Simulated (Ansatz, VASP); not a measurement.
## SnSe: VASP beside Ansatz

The input INCAR:

```
PREC = Accurate ; ENCUT = 520
EDIFF = 1E-6 ; ISMEAR = 0
SIGMA = 0.05 ; LREAL = F
LASPH = T ; NELM = 80
ALGO = Normal ; ISIF = 2
LWAVE = F ; LCHARG = T
GGA = PS ; LELF = T
LVHAR = T ; NBANDS = 50
```

Contents of KPOINTS:

```
regular mesh
0
Gamma
  6 6 6
```

File POSCAR:

```
SnSe
1.0
    5.9455093302      0.0000000000      0.0000000000
    0.0000000000     -5.9455093302      0.0000000000
    0.0000000000      0.0000000000     -5.9455093302
Sn Se
4 4
Direct
    0.0000000000      0.0000000000      0.0000000000
    0.5000000000      0.5000000000      0.0000000000
    0.5000000000      0.0000000000      0.5000000000
    0.0000000000      0.5000000000      0.5000000000
    0.5000000000      0.0000000000     -0.0117735918
    0.0000000000      0.5000000000      0.0000000000
    0.0000000000      0.0000000000      0.5000000000
    0.5000000000      0.5000000000      0.5000000000
```

Input for Ansatz:

```yaml
crystal:
  lattice:
    - [5.9455093302, 0.0, 0.0]
    - [0.0, -5.9455093302, 0.0]
    - [0.0, 0.0, -5.9455093302]
  atoms:
    - { symbol: Sn, position: [0.0, 0.0, 0.0] }
    - { symbol: Sn, position: [0.5, 0.5, 0.0] }
    - { symbol: Sn, position: [0.5, 0.0, 0.5] }
    - { symbol: Sn, position: [0.0, 0.5, 0.5] }
    - { symbol: Se, position: [0.5, 0.0, -0.0117735918] }
    - { symbol: Se, position: [0.0, 0.5, 0.0] }
    - { symbol: Se, position: [0.0, 0.0, 0.5] }
    - { symbol: Se, position: [0.5, 0.5, 0.5] }
basis:
  ecutwfc: 420
kpoints:
  mp_grid: { grid: [6, 6, 6] }
hamiltonian:
  xc: pbesol
scf:
  occupations: { method: gaussian, width: 0.05 }
output:
  forces: true
  stress: true
  eigenvalues: true
```

Alike in both runs: task single point; functional PBEsol; k mesh 6 × 6 × 6; occupations gaussian, width 0.05 eV; no spin polarisation.

```csv
,VASP,Ansatz
version,VASP 6.6.1,Ansatz 0.2.0
potentials or method,"VASP PAW PBE potentials, release 64 (Sn_d, Se), cutoff 520 eV","scalar-relativistic, plane waves, PAW"
valence electrons in the cell,80,120
```

|  | VASP | Ansatz | Ansatz less VASP |
| --- | --- | --- | --- |
| gap on the k mesh at the Fermi level (eV) | 0.27 | 0.27 | 0.000 |
| least direct gap on the mesh (eV) | 0.27 | 0.27 | 0.000 |
| pressure (GPa) | 0.1 | 0.1 | -0.02 |
| rms of the force components (eV/Å) | 0.020 | 0.019 | -0.0008 |

VASP's potentials were made for PBE, not for PBEsol. Atom by atom the forces differ by 0.001 eV/Å (rms over components). With one functional, cell and mesh, what is left measures potentials, basis and numerics. VASP's potentials hold 80 valence electrons a cell and Ansatz's 120, so a difference there can come from the potentials and not from the codes.
